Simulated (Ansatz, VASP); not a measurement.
**Al2Cu in VASP and in Ansatz**

```xyz
6
Lattice="-2.9960 2.9960 2.4067 2.9960 -2.9960 2.4067 2.9960 2.9960 -2.4067" Properties=species:S:1:pos:R:3 pbc="T T T"
Al    0.9551    2.0410    0.0000
Al    3.9511    0.9551    0.0000
Al   -0.9551    2.0410    2.4067
Al    2.0410    0.9551    2.4067
Cu    0.0000    0.0000    3.6100
Cu    0.0000    0.0000    1.2033
```

Alike in both runs: functional r2SCAN; k mesh 10 × 10 × 10; occupations gaussian, width 0.1 eV; no spin polarisation.

Ansatz relaxed the structure, and its values are those at the end. VASP's run is a single point on that final structure, the one shown.

|  | VASP | Ansatz |
| --- | --- | --- |
| version | VASP 6.6.1 | Ansatz 0.2.0 |
| potentials or method | VASP PAW PBE potentials, release 64 (Al, Cu), cutoff 520 eV | scalar-relativistic, plane waves, PAW |
| valence electrons in the cell | 34 | 50 |

```tsv
	VASP	Ansatz	Ansatz less VASP
gap on the k mesh at the Fermi level (eV)	none	none	-
pressure (GPa)	-0.2	0.0	+0.17
```

VASP's potentials were made for PBE, not for r2SCAN. A gap of «none» marks a metal or a gap that the smearing closes. The functional is the same, so the differences come from potentials, cutoffs and numerics. VASP's potentials hold 34 valence electrons a cell and Ansatz's 50, so a difference there can come from the potentials and not from the codes.
